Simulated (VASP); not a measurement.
Write the native input for VASP 6.6.1 that does the following.

- Task: single point
- Functional: PBEsol
- Potentials or basis: VASP PAW PBE potentials, release 64 (B, N)
- Cutoff: 520 eV
- k mesh: 12 × 12 × 12
- Occupations: gaussian, width 0.02 eV
- Spin: no spin polarisation
- Dipole correction: no
- Further INCAR settings: ALGO = Normal; EDIFF = 1e-06; NBANDS = 11

The structure of BN lies in POSCAR:

```
BN
1.0
    0.0000000000      1.8387093542      1.8387093542
    1.8387093542      0.0000000000      1.8387093542
    1.8387093542      1.8387093542      0.0000000000
B N
1 1
Direct
    0.0000000000      0.0000000000      0.0000000000
    0.7500000000      0.7500000000      0.7500000000
```

This cell differs from its parent crystal: strained.

These files were run (other wordings do the same):

INCAR

```
SYSTEM = BN
PREC = Accurate
ENCUT = 520
EDIFF = 1E-6
ISMEAR = 0
SIGMA = 0.02
LREAL = .False.
LASPH = .True.
NELM = 60
ALGO = Normal
ISIF = 2
LWAVE = .False.
LCHARG = .True.
GGA = PS
LELF = .True.
LVHAR = .True.
NBANDS = 11
```

KPOINTS

```
regular mesh
0
Gamma
  12 12 12
  0 0 0
```

Potentials or basis: VASP PAW PBE potentials, release 64 (B, N).

Launch:

```console
$ cat potpaw_PBE.64/B/POTCAR potpaw_PBE.64/N/POTCAR > POTCAR
$ mpirun -np 1 vasp_std > vasp.out
```

It gave:

```json
{"Pressure": "-20.0 GPa", "Band gap on the k mesh": "4.22 eV, indirect (least direct gap 8.52 eV)"}
```

Caveat: the cell differs from its parent crystal (strained); the PAW data sets were made with another functional, which shifts forces and pressure a little.

It took 14 s on 1 thread of Intel Xeon 8259CL (shared host), peak memory 0.09 GiB.
